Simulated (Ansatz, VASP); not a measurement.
# Sn in VASP and in Ansatz

```xyz
1
Lattice="-1.8129 1.8643 2.3968 1.8129 -1.8643 2.3968 1.8129 1.8643 -2.3968" Properties=species:S:1:pos:R:3 pbc="T T T"
Sn    0.0000    0.0000    0.0000
```

Change from the starting cell: strain +0.050 along x and y, +0.025 along z, atoms carried along.

Alike in both runs: task single point; functional PBEsol; k mesh 20 × 20 × 20; occupations gaussian, width 0.15 eV; no spin polarisation.

|  | VASP | Ansatz |
| --- | --- | --- |
| version | VASP 6.6.1 | Ansatz 0.2.0 |
| potentials or method | VASP PAW PBE potentials, release 64 (Sn_d), cutoff 520 eV | scalar-relativistic, plane waves, PAW |
| valence electrons in the cell | 14 | 14 |

|  | VASP | Ansatz | Ansatz less VASP |
| --- | --- | --- | --- |
| gap on the k mesh at the Fermi level (eV) | none | none | - |
| pressure (GPa) | -7.0 | -7.0 | +0.06 |
| traceless stress, the component that is largest in VASP (GPa) | -0.26 | -0.26 | +0.001 |

VASP's potentials were made for PBE, not for PBEsol. A gap of «none» marks a metal or a gap that the smearing closes. With one functional, cell and mesh, what is left measures potentials, basis and numerics.
